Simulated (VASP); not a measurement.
A run of VASP 6.6.1:

The input INCAR:

```
PREC = Accurate
ENCUT = 520
EDIFF = 1E-6
ISMEAR = 0
SIGMA = 0.1
LREAL = F
LASPH = T
NELM = 100
ALGO = Normal
ISIF = 2
LWAVE = F
LCHARG = F
LDIPOL = T
IDIPOL = 3
DIPOL = 0.5 0.5 0.500
GGA = PE
NBANDS = 22
```

Contents of KPOINTS:

```
Automatic mesh
0
Gamma
  12 9 1
```

Contents of POSCAR:

```
Al
1.0
    2.8571513840      0.0000000000      0.0000000000
    0.0000000000      4.0406222370      0.0000000000
    0.0000000000      0.0000000000     25.0000298441
Al
8
Direct
    0.5000000000      0.5000000000      0.2999996419
    0.0000000000      0.0000000000      0.3571426013
    0.5000000000      0.5000000000      0.4142855608
    0.0000000000      0.0000000000      0.4714285203
    0.5000000000      0.5000000000      0.5285714797
    0.0000000000      0.0000000000      0.5857144392
    0.5000000000      0.5000000000      0.6428573987
    0.0000000000      0.0000000000      0.7000003581
```

Potentials or basis: VASP PAW PBE potentials, release 64 (Al).

Run with:

```sh
$ cat potpaw_PBE.64/Al/POTCAR > POTCAR
$ mpirun -np 1 vasp_std > vasp.out
```

Hardware: 1 thread of Intel(R) Xeon(R) Platinum 8488C (Sapphire Rapids), on a shared host.

Problem. How long does it take, and how much memory?

Solution. It took 3.3 min on 1 thread of Intel(R) Xeon(R) Platinum 8488C (Sapphire Rapids) (shared host), peak memory 0.43 GiB. Counts: scf iterations 22, k points 35.
